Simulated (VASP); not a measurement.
TaN: single point with PBEsol

Crystal: TaN.

```
Ta N
1.0
     0.00000    2.12453    2.07005
     2.12453    0.00000    2.07005
     2.12453    2.12453    0.00000
Ta N
1 1
Cartesian
  2.1245 2.1245 2.0701
  0.0000 0.0000 0.0000
```

This cell differs from its parent crystal: strain -0.025 along x and y, -0.050 along z.

```
Program                : VASP 6.6.1
Task                   : single point
Functional             : PBEsol
Potentials or basis    : VASP PAW PBE potentials, release 64 (Ta_pv, N)
Cutoff                 : 520 eV
k mesh                 : 18 × 18 × 18
Occupations            : gaussian, width 0.15 eV
Spin                   : no spin polarisation
Dipole correction      : no
Further INCAR settings : ALGO = Normal; EDIFF = 1e-06; NBANDS = 15
```

```
Pressure               : 54.9 GPa
Band gap on the k mesh : zero (band 8 reaches 13.09 eV, above the bottom of band 9 at 8.26 eV)
```

Stress tensor (GPa, compression positive):
```
45.20  0.00  0.00
 0.00 45.20  0.00
 0.00  0.00 74.34
```

Levels at points of the mesh, in eV from the Fermi level:
| k point | band 4 | band 5 | band 6 | band 7 | band 8 | band 9 | band 10 | band 11 | band 12 | band 13 |
| --- | --- | --- | --- | --- | --- | --- | --- | --- | --- | --- |
| (0.00, 0.00, 0.00) | -19.89 | -4.23 | -4.23 | -4.03 | -2.65 | -2.65 | -2.29 | -0.17 | 0.13 | 2.90 |
| (0.50, 0.00, 0.00) | -15.93 | -11.51 | -8.60 | -8.58 | 2.18 | 2.46 | 2.49 | 4.24 | 8.65 | 9.35 |
| (0.50, 0.50, 0.00) | -18.62 | -6.56 | -6.50 | -4.99 | -4.99 | 2.56 | 4.35 | 4.35 | 6.14 | 8.49 |
| (0.50, 0.00, 0.50) | -18.63 | -6.93 | -6.44 | -4.93 | -4.73 | 2.48 | 4.14 | 4.55 | 6.08 | 8.31 |

Wall time 60 s on 1 thread of AMD EPYC 9R45 96-Core Processor (Zen 5), with other jobs on the host, peak memory 0.23 GiB.

Caveat: the cell differs from its parent crystal (strain -0.025 along x and y, -0.050 along z); the PAW data sets were made with another functional, which shifts forces and pressure a little; spin-orbit coupling is left out, which moves the levels of the heavy elements.
